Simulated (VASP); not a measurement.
# H21C10N3O2 in VASP: notebook, part 3 of 3

VASP 6.6.1. The steps go on from the part before.

### 4 Single point, r2SCAN+D3(BJ)

Input file POSCAR:

```
H21C10N3O2
1.0
    7.1400370000      0.0000000000      0.0000000000
    0.0000000000      7.1400370000      0.0000000000
    0.0000000000      0.0000000000      7.1400370000
C O H N
10 2 21 3
Direct
    0.8373486020      0.3750680844      0.9010457509
    0.8667041921      0.2168616213      0.7689455951
    0.1979401507      0.0762320980      0.2355870145
    0.3280375158      0.1894107832      0.1074084070
    0.5109637387      0.5432604901      0.5359636092
    0.4261602566      0.7265228457      0.5715656656
   -0.0171007517      0.5488206854      0.3419169957
   -0.0585431140      0.7024753513      0.4680928124
    0.3763705986      0.6868871968      1.0308770109
    0.5567338096      0.7789175322      1.0758907832
    1.0487620722      0.1685845606      0.7362846999
    0.4952075178      0.2450827636      0.2080941597
    1.0272495787      0.0435852083      0.6769712818
    0.7891975910      0.0857278471      0.8119845878
    0.7923208241      0.2655868590      0.6471114926
    0.6883017553      0.4191714973      0.8904015483
    0.8714100501      0.3365388723      1.0438881479
    0.9294629706      0.4920982902      0.8584549352
    0.5708513835      0.1336407640      0.2229820378
    0.3464267762      0.1300833595     -0.0281511146
    0.2581079062      0.3224212984      0.0858538968
    0.0697055211      0.0789911873      0.1721839817
    0.2611331006     -0.0588372301      0.2790321675
    0.1798169953      0.1474362108      0.3626031630
    0.5724200029      0.5349972276      0.3950259642
    0.6403328162      0.5112438493      0.6296886137
    0.3920567919      0.4487091594      0.5646049173
   -0.0479829446      0.5988624429      0.2082342150
    0.1315119235      0.5102354512      0.3674350707
   -0.1027445656      0.4160482642      0.3737655701
    0.4320145680      0.5606133414      0.9466057389
    0.3143961299      0.6347446099      1.1537615281
    0.2540322970      0.7636795159      0.9529362383
    0.3584855373      0.8699394695      0.6122937458
   -0.0831228186      0.8256960013      0.5689746426
    0.6916070603      0.8636089701      1.1064928655
```

Input file INCAR.step1:

```
  PREC = Accurate
  ENCUT = 1100
  ISMEAR = -1
  SIGMA = 0.02
  LREAL = Auto
  LASPH = T
  NELM = 120
  NBANDS = 68
  GGA = PE
  ALGO = Normal
  EDIFF = 1E-5
  LWAVE = T
  LCHARG = F
  GGA_COMPAT = F
```

Input file INCAR.step2:

```
  PREC = Accurate
  ENCUT = 1100
  EDIFF = 1E-6
  ISMEAR = -1
  SIGMA = 0.02
  LREAL = Auto
  LASPH = T
  NELM = 120
  ALGO = Normal
  ISIF = 2
  LWAVE = F
  LCHARG = F
  METAGGA = R2SCAN
  LMIXTAU = T
  IVDW = 12
  VDW_S6 = 1.0
  VDW_S8 = 0.78981345
  VDW_A1 = 0.49484001
  VDW_A2 = 5.73083694
  NBANDS = 68
  ISTART = 1
  GGA_COMPAT = F
```

Input file KPOINTS:

```
regular mesh
0
Gamma
  1 1 1
```

Started as:

```
cat potpaw_PBE.64/C_h/POTCAR potpaw_PBE.64/O_h/POTCAR potpaw_PBE.64/H_h/POTCAR potpaw_PBE.64/N_h/POTCAR > POTCAR
cp INCAR.step1 INCAR
mpirun -np 1 vasp_gam > vasp.out
cp INCAR.step2 INCAR
mpirun -np 1 vasp_gam > vasp.out
```

Run time: 9.1 min. Hardware: 1 thread of Intel Xeon Platinum 8259CL at 2.50GHz (Skylake/Cascade Lake), shared host; peak memory 1.1 GiB.

It converged, with:

```yaml
Free_energy: -217.3803 eV
Pressure: -0.7 GPa
Largest_force: 3.121 eV/Å
Band_gap_on_the_k_mesh: 4.85 eV
Dispersion_energy_per_atom: -0.025 eV
```

Forces on the atoms (eV/Å):
```
C    0.183  0.593  0.368
C   -2.425 -0.976  0.668
C    3.102 -0.283 -0.198
C   -0.476  0.952  2.289
C    0.795  0.405  0.924
C    0.362  1.352  0.679
C   -0.007 -1.494  2.531
C   -0.038 -0.362  0.183
C    0.894 -0.549 -2.235
C   -1.529  0.976 -0.391
O    0.948 -1.222 -0.829
O    0.031 -0.468 -0.726
H    1.041  0.844  0.302
H    0.132  1.027  0.070
H   -0.140 -0.140 -1.333
H    0.771 -0.155  0.387
H   -0.132  0.038  0.214
H   -0.328 -0.094  0.140
H    0.017  0.078 -0.033
H    0.624 -0.595 -0.720
H   -0.204  0.152 -0.306
H   -2.526 -1.018 -1.244
H   -0.709  0.348 -0.593
H    0.040  0.931  1.419
H   -0.767 -0.205  0.070
H   -1.905  0.623 -0.709
H    0.853 -0.515 -0.390
H   -0.067  0.226 -1.828
H   -0.581  0.114 -0.514
H    0.756  1.533 -0.265
H   -1.250  1.093  0.684
H   -0.242 -0.599  1.169
H    2.343 -0.477  0.723
N    0.685 -1.630 -0.533
N   -0.067  0.001 -0.021
N   -0.184 -0.503  0.049
```

Stress tensor (GPa, compression positive):
```
-2.37  0.40 -0.70
 0.40 -2.32  0.66
-0.70  0.66  2.60
```

Levels at points of the mesh, in eV from the valence-band top:
```
           k point  band 40  band 41  band 42  band 43  band 44  band 45  band 46  band 47  band 48  band 49
(0.00, 0.00, 0.00)    -2.22    -1.79    -1.71    -0.45     0.00     4.85     5.15     5.24     5.50     5.57
```

Caveat: the k points lie up to 0.88 Å⁻¹ apart; the PAW data sets were made with another functional, which shifts forces and pressure a little.

### 5 Single point, r2SCAN+D3(BJ)

Input file POSCAR:

```
H21C10N3O2
1.0
    7.1400370000      0.0000000000      0.0000000000
    0.0000000000      7.1400370000      0.0000000000
    0.0000000000      0.0000000000      7.1400370000
C O H N
10 2 21 3
Direct
    0.8239873267      0.3266649739      0.9340567843
    0.8515081925      0.1830802838      0.7887214030
    0.1715397273      0.1475202439      0.2756988514
    0.2916091331      0.2323517371      0.1252094352
    0.4105440910      0.5132606456      0.5840445925
    0.4125468818      0.7120271225      0.5823219123
   -0.0436552360      0.5166079672      0.3676451537
   -0.0256021082      0.6813410071      0.4828966573
    0.4678407129      0.6832737701      1.0482998898
    0.6235261806      0.7926569568      1.1034956822
    1.0120815901      0.2505869367      0.6924613976
    0.4843952489      0.2362312688      0.2025339645
    1.0878375000      0.1475622605      0.6525036215
    0.8720122879      0.0228850355      0.8055000275
    0.7231615186      0.1913715573      0.6942541054
    0.7154164607      0.2676876885      1.0347705481
    0.9625160206      0.3822809322      0.9925578817
    0.7802620631      0.4589472015      0.8746453275
    0.5233446269      0.1148593488      0.1668758859
    0.2759089344      0.1471561002      0.0033193105
    0.2586961384      0.3706423370      0.0851116038
    0.0067646708      0.1336547696      0.2559510546
    0.2162033614     -0.0030672110      0.2793542947
    0.1940466135      0.2149428637      0.4164404190
    0.3977710480      0.4908517981      0.4365523596
    0.5477002430      0.4520844920      0.6108231652
    0.2952505708      0.4536110947      0.6669433226
   -0.0868062729      0.5588486446      0.2333041131
    0.1033888200      0.4596754891      0.3758103775
   -0.1123803700      0.4051799732      0.4427428037
    0.5569578981      0.5627841985      1.0241123400
    0.3877430887      0.6922092981      1.1663244882
    0.3895638076      0.7392818833      0.9339867567
    0.4164404190      0.8601075877      0.5279244351
    0.0003361327      0.8068305528      0.5893386827
    0.7649120026      0.8565221721      1.1404702805
```

Input file INCAR.step1:

```
PREC     = Accurate       # precision mode
ENCUT    = 1100           # plane-wave cutoff, eV
ISMEAR   = -1             # smearing method
SIGMA    = 0.02           # smearing width, eV
LREAL    = Auto         
LASPH    = True           # aspherical terms in the spheres
NELM     = 120            # most SCF steps
NBANDS   = 68             # bands
GGA      = PE             # functional
ALGO     = Normal         # electronic algorithm
EDIFF    = 1E-5           # SCF threshold, eV
LWAVE    = True           # write WAVECAR
LCHARG   = False          # write CHGCAR
GGA_COMPAT= False
```

Input file INCAR.step2:

```
PREC     = Accurate       # precision mode
ENCUT    = 1100           # plane-wave cutoff, eV
EDIFF    = 1E-6           # SCF threshold, eV
ISMEAR   = -1             # smearing method
SIGMA    = 0.02           # smearing width, eV
LREAL    = Auto         
LASPH    = True           # aspherical terms in the spheres
NELM     = 120            # most SCF steps
ALGO     = Normal         # electronic algorithm
ISIF     = 2              # what is computed and relaxed
LWAVE    = False          # write WAVECAR
LCHARG   = False          # write CHGCAR
METAGGA  = R2SCAN         # meta-GGA
LMIXTAU  = True         
IVDW     = 12             # dispersion correction
VDW_S6   = 1.0          
VDW_S8   = 0.78981345   
VDW_A1   = 0.49484001   
VDW_A2   = 5.73083694   
NBANDS   = 68             # bands
ISTART   = 1            
GGA_COMPAT= False
```

KPOINTS is that of step 4.

Started as:

```
cat potpaw_PBE.64/C_h/POTCAR potpaw_PBE.64/O_h/POTCAR potpaw_PBE.64/H_h/POTCAR potpaw_PBE.64/N_h/POTCAR > POTCAR
cp INCAR.step1 INCAR
mpirun -np 1 vasp_gam > vasp.out
cp INCAR.step2 INCAR
mpirun -np 1 vasp_gam > vasp.out
```

Wall time 5.6 min (1 thread of Intel Xeon Platinum 8488C (Sapphire Rapids), shared host); peak memory 1.1 GiB.

It converged, with:

```
Free energy                : -215.8943 eV
Pressure                   : 1.8 GPa
Largest force              : 4.324 eV/Å
Band gap on the k mesh     : 5.06 eV
Dispersion energy per atom : -0.025 eV
```

Forces on the atoms (eV/Å):
```
C    0.158 -0.158  2.528
C   -0.196 -1.285 -2.138
C   -2.166 -1.452  0.692
C    0.358 -0.216  1.727
C    0.150 -0.488  0.474
C    0.320 -2.119  0.396
C    2.399  0.214  1.774
C    0.222  2.981  3.124
C    1.843  0.572 -0.844
C   -0.248  0.791 -0.880
O    0.735  0.156 -0.764
O   -1.686  0.523 -1.065
H   -0.094 -0.518 -0.213
H   -0.351  2.038  0.970
H    0.799 -0.235  0.275
H    1.263  1.279 -0.349
H   -1.258 -1.426  0.105
H   -0.771  0.088 -0.594
H    0.997 -0.930  0.334
H    0.443 -0.436 -0.901
H   -0.322  1.287 -0.137
H    2.476  0.570 -0.170
H   -0.266  0.948  0.543
H    0.091 -0.718 -1.135
H   -0.560 -0.932 -0.742
H   -0.106  0.027  0.646
H    0.385 -0.057 -0.275
H   -0.470 -0.229 -1.177
H   -0.962  0.417 -0.863
H   -0.854 -0.095 -0.163
H   -1.360 -1.335 -0.271
H   -2.013 -1.064  2.165
H   -0.024  0.079 -0.767
N    0.306  3.504 -0.375
N   -0.805 -2.867 -2.578
N    1.567  1.085  0.647
```

Stress tensor (GPa, compression positive):
```
 0.02 -0.33 -1.55
-0.33  2.30 -1.32
-1.55 -1.32  3.17
```

Levels at points of the mesh, in eV from the valence-band top:
```csv
k point,band 42,band 43,band 44,band 45,band 46,band 47
"(0.00, 0.00, 0.00)",-1.21,-0.51,0.00,5.06,5.83,5.94
```

Caveat: the k points lie up to 0.88 Å⁻¹ apart; the atoms stand as in a frame of molecular dynamics; the PAW data sets were made with another functional, which shifts forces and pressure a little.

### 6 Summary

```csv
cell,gap on the mesh (eV),pressure (GPa),largest force (eV/Å)
"as given, atomic positions A",4.80,0.8,4.75
"as given, atomic positions B",4.84,-1.1,4.34
"as given, atomic positions C",4.85,-0.7,3.12
"as given, atomic positions D",5.06,1.8,4.32
```

Alike in all rows: task single point; level r2SCAN+D3(BJ); potentials or basis VASP PAW PBE potentials, release 64 (C_h, O_h, H_h, N_h); no spin polarisation; k mesh 1 × 1 × 1; cutoff (eV) 1100; smearing fermi-dirac 0.02 eV.

Caveats: all runs use coarse meshes; the PAW data sets were made with another functional, which shifts forces and pressure a little; the atoms stand as in a frame of molecular dynamics (at least some runs).

Total energies depend on the potentials used, so only differences within one code and one set of settings carry meaning.
